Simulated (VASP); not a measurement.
Set up this calculation in VASP 6.6.1, as the native input.

```
Task                   : single point
Functional             : PBE
Dispersion             : D3(BJ)
Potentials or basis    : VASP PAW PBE potentials, release 64 (C)
Cutoff                 : 520 eV
k mesh                 : 4 × 4 × 2, shifted
Occupations            : fermi-dirac, width 0.0689 eV
Spin                   : no spin polarisation
Dipole correction      : no
Further INCAR settings : LREAL = Auto; ALGO = Normal; EDIFF = 1e-06; NBANDS = 51
```

The structure of C lies in POSCAR:

```
C
1.0
    1.2361592083      3.5684842584     -3.3691771201
   -2.4723184166     -2.8547874067     -3.3691771201
   -4.9446368332      2.8547874067      3.3691771201
C
18
Direct
    0.7732816577      0.4487961187      0.7360555396
    0.0900630349      0.4238031364      0.0500259087
    0.4269156172      0.4286401443      0.3935402769
    0.7605912053      0.1020315351      0.4068981093
    0.1027616163      0.1181371415      0.7268240740
    0.4262430003      0.1178455373      0.0625403904
    0.7759554858      0.7808857990      0.0720971406
    0.1053669033      0.7637635822      0.3863627526
    0.4448029026      0.7650208937      0.7293124007
    0.8655900603      0.5335681420      0.9535876827
    0.2037493779      0.5407408671      0.2718867150
    0.5477931385      0.5271559692      0.6166956693
    0.8592897857      0.2019457971      0.6261524905
    0.2054627520      0.2078382181      0.9501139471
    0.5310761209      0.2085170277      0.2833927337
    0.8776464742      0.8791234671      0.2850117572
    0.2190804419      0.8756864910      0.6223064647
    0.5381795408      0.8837826750      0.9569186921
```

This cell differs from its parent crystal: dynamics (nvt langevin) at 800 K, volume x 1.02, from the last frame before.

One way to write it, as run:

INCAR

```
PREC     = Accurate       # precision mode
ENCUT    = 520            # plane-wave cutoff, eV
EDIFF    = 1E-6           # SCF threshold, eV
ISMEAR   = -1             # smearing method
SIGMA    = 0.0689         # smearing width, eV
LREAL    = Auto         
LASPH    = T              # aspherical terms in the spheres
NELM     = 60             # most SCF steps
ALGO     = Normal         # electronic algorithm
ISIF     = 2              # what is computed and relaxed
LWAVE    = F              # write WAVECAR
LCHARG   = F              # write CHGCAR
GGA      = PE             # functional
IVDW     = 12             # dispersion correction
NBANDS   = 51             # bands
```

KPOINTS

```
Automatic mesh
0
Gamma
  4 4 2
  0.5 0.5 0.5
```

Potentials or basis: VASP PAW PBE potentials, release 64 (C).

Launch:

```console
$ cat potpaw_PBE.64/C/POTCAR > POTCAR
$ mpirun -np 1 vasp_std > vasp.out
```

It gave:

| Quantity | Value |
| --- | --- |
| Pressure | -0.9 GPa |
| Largest force | 4.351 eV/Å |
| Band gap on the k mesh | 0.75 eV |
| Dispersion energy per atom | -0.155 eV |

Caveat: forces of over 1 eV/Å act on the atoms, so gaps and moduli don't describe the material at rest.

Run time: 3 min on 1 thread of Intel Xeon 6975P-C, with other jobs on the host, peak memory 0.29 GiB.
